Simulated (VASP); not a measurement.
Set up this calculation in VASP 6.6.1, as the native input.

```yaml
Task: single point
Functional: PBE
Potentials_or_basis: VASP PAW PBE potentials, release 64 (Zr_sv, Ti_sv, N)
Cutoff: 520 eV
k_mesh: 6 × 6 × 2
Occupations: gaussian, width 0.1 eV
Spin: no spin polarisation
Dipole_correction: no
Further_INCAR_settings: ALGO = Normal; EDIFF = 1e-07; NBANDS = 38
```

The structure of ZrTiN lies in POSCAR:

```
ZrTiN
1.0
    3.2522567000      0.0000000000      0.0000000000
    0.0000000000      3.2522567000      0.0000000000
    0.0000000000      0.0000000000      8.0530003000
Zr Ti N
2 2 2
Direct
    0.0000000000      0.5000000000      0.6356320000
    0.5000000000      0.0000000000      0.3643680000
    0.0000000000      0.5000000000      0.0983080000
    0.5000000000      0.0000000000      0.9016920000
    0.0000000000      0.5000000000      0.3540270000
    0.5000000000      0.0000000000      0.6459730000
```

These files were run (other wordings do the same):

INCAR

```
SYSTEM = ZrTiN
ALGO = Normal ; EDIFF = 1E-7
ENCUT = 520 ; GGA = PE
ISIF = 2 ; ISMEAR = 0
LASPH = .TRUE. ; LCHARG = .FALSE.
LREAL = .FALSE. ; LWAVE = .FALSE.
NBANDS = 38 ; NELM = 80
PREC = Accurate ; SIGMA = 0.1
```

KPOINTS

```
k-points
0
G
  6 6 2
  0 0 0
```

Potentials or basis: VASP PAW PBE potentials, release 64 (Zr_sv, Ti_sv, N).

Launch:

```bash
$ cat potpaw_PBE.64/Zr_sv/POTCAR potpaw_PBE.64/Ti_sv/POTCAR potpaw_PBE.64/N/POTCAR > POTCAR
$ mpirun -np 1 vasp_std > vasp.out
```

It gave:

```json
{
  "Pressure": "0.0 GPa",
  "Largest force": "0.082 eV/Å",
  "Band gap on the k mesh": "zero (band 29 reaches 10.20 eV, above the bottom of band 30 at 9.38 eV)"
}
```

Caveat: the k points lie up to 0.39 Å⁻¹ apart.

It took 34 s on 1 thread of Intel(R) Xeon(R) Platinum 8559C (Emerald Rapids) (shared host), peak memory 0.21 GiB.
